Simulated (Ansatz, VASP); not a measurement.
## Zr3C2N in VASP and in Ansatz

File INCAR:

```
SYSTEM = Zr3C2N
  PREC = Accurate
  ENCUT = 600
  EDIFF = 1E-6
  ISMEAR = 0
  SIGMA = 0.1
  LREAL = .False.
  LASPH = .True.
  NELM = 100
  ALGO = Normal
  ISIF = 3
  LWAVE = .False.
  LCHARG = .False.
  GGA = PE
  IBRION = 2
  NSW = 90
  EDIFFG = -0.04
```

The input KPOINTS:

```
regular mesh
0
Gamma
  6 6 6
  0 0 0
```

File POSCAR:

```
Zr3C2N
1.0
    5.3448920500      0.0000000000      0.0000000000
   -2.6724460300      4.6288123000      0.0000000000
    0.0000000000      0.0000000000      3.2380279300
Zr C N
3 2 1
Direct
    0.5000000000      0.0000000000      0.5000000000
    0.5000000000      0.5000000000      0.5000000000
    0.0000000000      0.5000000000      0.5000000000
    0.3333333300      0.6666666700      0.0000000000
    0.6666666700      0.3333333300      0.0000000000
    0.0000000000      0.0000000000      0.0000000000
```

Input for Ansatz:

```yaml
crystal:
  lattice:
    - [5.34489205, 0.0, 0.0]
    - [-2.67244603, 4.6288123, 0.0]
    - [0.0, 0.0, 3.23802793]
  atoms:
    - { symbol: Zr, position: [0.5, 0.0, 0.5] }
    - { symbol: Zr, position: [0.5, 0.5, 0.5] }
    - { symbol: Zr, position: [0.0, 0.5, 0.5] }
    - { symbol: C, position: [0.33333333, 0.66666667, 0.0] }
    - { symbol: C, position: [0.66666667, 0.33333333, 0.0] }
    - { symbol: "N", position: [0.0, 0.0, 0.0] }
basis:
  ecutwfc: 420
kpoints:
  mp_grid: { grid: [6, 6, 6] }
hamiltonian:
  xc: pbe
scf:
  occupations: { method: gaussian, width: 0.1 }
  lower_state_search: "off"
output:
  forces: true
  stress: true
  eigenvalues: true
relax:
  adjacent_minimum: "off"
  f_tol: 0.04
  max_steps: 70
  cell: { stress_tol: 0.4 }
```

Change from the starting cell: species swapped into the YbCo3B2 type (P6/mmm, No. 191).

Alike in both runs: task relaxation of cell and atoms; functional PBE; k mesh 6 × 6 × 6; occupations gaussian, width 0.1 eV; no spin polarisation.

|  | VASP | Ansatz |
| --- | --- | --- |
| version | VASP 6.6.1 | Ansatz 0.2.0 |
| potentials or method | VASP PAW PBE potentials, release 64 (Zr_sv, C, N), cutoff 600 eV | scalar-relativistic, plane waves, PAW |
| valence electrons in the cell | 49 | 49 |

|  | VASP | Ansatz | Ansatz less VASP |
| --- | --- | --- | --- |
| gap on the k mesh at the Fermi level, each at its own relaxed structure (eV) | none | none | - |
| relaxed volume (Å³/atom) | 15.89 | 15.87 | -0.019 |
| relaxed cell length with the largest relative difference (Å) | 5.951 | 5.948 | -0.0033 |

A gap of «none» marks a metal or a gap that the smearing closes.

Noted on VASP's run: the volume moved by over 15 % at a fixed basis, so the end points are rough.
